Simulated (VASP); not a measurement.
A run of VASP 6.6.1 is set up as follows.

INCAR

```
PREC     = Accurate       # precision mode
ENCUT    = 520            # plane-wave cutoff, eV
EDIFF    = 1E-7           # SCF threshold, eV
ISMEAR   = 0              # smearing method
SIGMA    = 0.05           # smearing width, eV
LREAL    = F              # projectors in reciprocal space
LASPH    = T              # aspherical terms in the spheres
NELM     = 100            # most SCF steps
ALGO     = Normal         # electronic algorithm
ISIF     = 2              # what is computed and relaxed
LWAVE    = F              # write WAVECAR
LCHARG   = F              # write CHGCAR
GGA      = PS             # functional
NBANDS   = 16             # bands
```

KPOINTS

```
regular mesh
0
Gamma
  12 12 8
```

File POSCAR:

```
Se
1.0
    4.0373379721      0.0000000000      0.0000000000
   -2.0186689861      3.4964372475      0.0000000000
    0.0000000000      0.0000000000      5.1219513758
Se
3
Direct
    0.2487786181      0.0000000000      0.8333333333
    0.0000000000      0.2487786181      0.1666666667
    0.7512213819      0.7512213819      0.5000000000
```

Potentials or basis: VASP PAW PBE potentials, release 64 (Se).

The run is started by

```console
$ cat potpaw_PBE.64/Se/POTCAR > POTCAR
$ mpirun -np 1 vasp_std > vasp.out
```

(1) Estimate the largest force.

(2) Predict the pressure.

## Answers

(1) 0.031 eV/Å.

(2) 0.2 GPa.

Caveat: the PAW data sets were made with another functional, which shifts forces and pressure a little.
